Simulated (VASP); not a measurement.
Write the native input for VASP 6.6.1 that does the following.

| Property | Result |
| --- | --- |
| Task | single point |
| Functional | LDA |
| Potentials or basis | VASP PAW LDA potentials, release 64 (Ti_sv, Pd) |
| Cutoff | 520 eV |
| k mesh | 11 × 11 × 11 |
| Occupations | fermi-dirac, width 0.05 eV |
| Spin | no spin polarisation |
| Dipole correction | no |
| Further INCAR settings | ALGO = Normal; EDIFF = 1e-07; NBANDS = 29 |

The structure of TiPd3 lies in POSCAR:

```
TiPd3
1.0
    3.7436000000      0.0000000000      0.0000000000
    0.0000000000      3.7436000000      0.0000000000
    0.0000000000      0.0000000000      3.8200000000
Ti Pd
1 3
Direct
    0.0000000000      0.0000000000      0.0000000000
    0.0000000000      0.5000000000      0.5000000000
    0.5000000000      0.0000000000      0.5000000000
    0.5000000000      0.5000000000      0.0000000000
```

This cell differs from its parent crystal: equal xx and yy strain of -2 %.

The input as run:

INCAR

```
SYSTEM = TiPd3
ALGO = Normal
EDIFF = 1E-7
ENCUT = 520
GGA = CA
ISIF = 2
ISMEAR = -1
LASPH = .True.
LCHARG = .True.
LELF = .True.
LREAL = .False.
LVHAR = .True.
LWAVE = .False.
NBANDS = 29
NELM = 60
PREC = Accurate
SIGMA = 0.05
```

KPOINTS

```
k-points
0
Gamma
  11 11 11
  0 0 0
```

Potentials or basis: VASP PAW LDA potentials, release 64 (Ti_sv, Pd).

Run with:

```bash
$ cat potpaw_LDA.64/Ti_sv/POTCAR potpaw_LDA.64/Pd/POTCAR > POTCAR
$ mpirun -np 1 vasp_std > vasp.out
```

It gave:

* Pressure: 13.5 GPa
* Band gap on the k mesh: zero (bands 21 and 22 overlap by 1.44 eV)

Caveat: the cell differs from its parent crystal (equal xx and yy strain of -2 %); the cell stands under pressure.

Run time: 72 s on 1 thread of Intel(R) Xeon(R) 6975P-C (Granite Rapids) (shared host), peak memory 0.27 GiB.
